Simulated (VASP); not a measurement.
The system is Ba.

```
CELL_PARAMETERS angstrom
7.06156 0.00000 0.00000
-1.07685 4.64994 0.00000
0.37006 -0.55349 4.76468
ATOMIC_POSITIONS crystal
Ba 0.97869 0.10150 0.21610
Ba 0.45384 0.18423 0.14540
```

The cell was generated, and may not be a known phase.

* Program: VASP 6.6.1
* Task: relaxation of cell and atoms
* Functional: PBE
* Potentials or basis: VASP PAW PBE potentials, release 64 (Ba_sv)
* Cutoff: 600 eV
* k mesh: 4 × 4 × 4
* Occupations: gaussian, width 0.1 eV
* Spin: no spin polarisation

At the start: pressure -0.1 GPa; volume 78.23 Å³/atom.

Where does the relaxation end?

Over 23 steps the energy falls by 705.1 meV/atom and the volume is 64.51 Å³/atom (-17.5 %); space group P-1 (No. 2, to 0.1 Å) before, C2/m (No. 12, to 0.1 Å).

The path:
| step | energy change (eV) | largest force (eV/Å) | pressure (GPa) | volume (Å³) |
| --- | --- | --- | --- | --- |
| 1 | 0.0000 | 0.8269 | -0.12 | 156.45 |
| 2 | -0.6497 | 0.3232 | -0.81 | 153.50 |
| 3 | -0.8369 | 0.0957 | -0.82 | 146.04 |
| 4 | -0.8411 | 0.1310 | -0.88 | 147.95 |
| 5 | -0.9387 | 0.1181 | -0.48 | 137.55 |
| 6 | -1.0175 | 0.1014 | 0.30 | 124.72 |
| 7 | -0.9424 | 0.1382 | 2.75 | 100.44 |
| 8 | -1.0333 | 0.1000 | 0.86 | 117.68 |
| 9 | -1.1189 | 0.1455 | 1.05 | 116.54 |
| 10 | -1.2020 | 0.3993 | 1.76 | 110.96 |
| 11 | -1.2676 | 0.4102 | 0.84 | 119.03 |
| 12 | -1.2707 | 0.4129 | 0.62 | 121.38 |
| 13 | -1.3239 | 0.3134 | 0.31 | 125.01 |
| 14 | -1.3480 | 0.1895 | -0.16 | 131.79 |
| 15 | -1.3504 | 0.2102 | -0.07 | 130.23 |
| 16 | -1.3596 | 0.1999 | -0.07 | 130.22 |
| 17 | -1.3740 | 0.1765 | -0.06 | 130.12 |
| 18 | -1.3841 | 0.1505 | -0.01 | 129.40 |
| 19 | -1.4008 | 0.0748 | 0.14 | 127.24 |
| 20 | -1.4018 | 0.0522 | 0.20 | 126.54 |
| 21 | -1.4081 | 0.0272 | 0.05 | 128.42 |
| 22 | -1.4088 | 0.0294 | -0.02 | 129.29 |
| 23 | -1.4101 | 0.0214 | 0.00 | 129.01 |

Final structure:
```yaml
crystal:
  lattice:
    - [8.60118, -1.39728, 0.72273]
    - [-1.89229, 4.28795, -0.92722]
    - [0.84245, -1.41216, 4.08506]
  atoms:
    - { symbol: Ba, position: [0.96719, 0.17720, 0.24376] }
    - { symbol: Ba, position: [0.46534, 0.10853, 0.11774] }
```

Caveat: the volume moved by over 15 % at a fixed basis, so the end points are rough.
